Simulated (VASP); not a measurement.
A run of VASP 6.6.1 is set up as follows.

File INCAR:

```
PREC = Accurate ; ENCUT = 520
EDIFF = 1E-7 ; ISMEAR = 0
SIGMA = 0.01 ; LREAL = False
LASPH = True ; NELM = 60
ALGO = Normal ; ISIF = 2
LWAVE = False ; LCHARG = False
GGA = CA ; NBANDS = 35
```

KPOINTS

```
Automatic mesh
0
Gamma
  6 6 6
```

POSCAR

```
Al2O3
1.0
    2.3645822768      1.3651922140      4.2971869095
   -2.3645822768      1.3651922140      4.2971869095
    0.0000000000     -2.7303844281      4.2971869094
Al O
4 6
Direct
    0.3520241665      0.3520241665      0.3520241665
    0.1479758335      0.1479758335      0.1479758335
    0.6479758335      0.6479758335      0.6479758335
    0.8520241665      0.8520241665      0.8520241665
    0.5558602098      0.9441397902      0.2500000000
    0.2500000000      0.5558602098      0.9441397902
    0.9441397902      0.2500000000      0.5558602098
    0.4441397902      0.0558602098      0.7500000000
    0.7500000000      0.4441397902      0.0558602098
    0.0558602098      0.7500000000      0.4441397902
```

Potentials or basis: VASP PAW LDA potentials, release 64 (Al, O).

Run with:

```sh
$ cat potpaw_LDA.64/Al/POTCAR potpaw_LDA.64/O/POTCAR > POTCAR
$ mpirun -np 1 vasp_std > vasp.out
```

(1) What does it give for the largest force?

(2) Predict the pressure.

(3) Predict the band gap on the k mesh.

Results:

(1) 0.012 eV/Å.

(2) 0.9 GPa.

(3) 6.44 eV, direct.
